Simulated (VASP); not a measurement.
A run of VASP 6.6.1:

INCAR

```
PREC = Accurate
ENCUT = 520
EDIFF = 1E-6
ISMEAR = -1
SIGMA = 0.08
LREAL = False
LASPH = True
NELM = 80
ALGO = Normal
ISIF = 2
LWAVE = False
LCHARG = True
GGA = PS
LELF = True
LVHAR = True
NBANDS = 12
```

File KPOINTS:

```
Automatic mesh
0
Gamma
  14 14 14
```

The input POSCAR:

```
Zr
1.0
   -1.8249593561      1.8249593561      1.8249593561
    1.8249593561     -1.8249593561      1.8249593561
    1.8249593561      1.8249593561     -1.8249593561
Zr
1
Direct
    0.0000000000      0.0000000000      0.0000000000
```

Potentials or basis: VASP PAW PBE potentials, release 64 (Zr_sv).

Command:

```bash
$ cat potpaw_PBE.64/Zr_sv/POTCAR > POTCAR
$ mpirun -np 1 vasp_std > vasp.out
```

Hardware: 1 thread of Intel(R) Xeon(R) Platinum 8559C (Emerald Rapids), on a shared host.

Problem. Estimate the wall time of this run.

Solution. Run time: 8.9 s on 1 thread of Intel(R) Xeon(R) Platinum 8559C (Emerald Rapids), on a shared host, peak memory 0.15 GiB. Counts: scf iterations 11, k points 104.
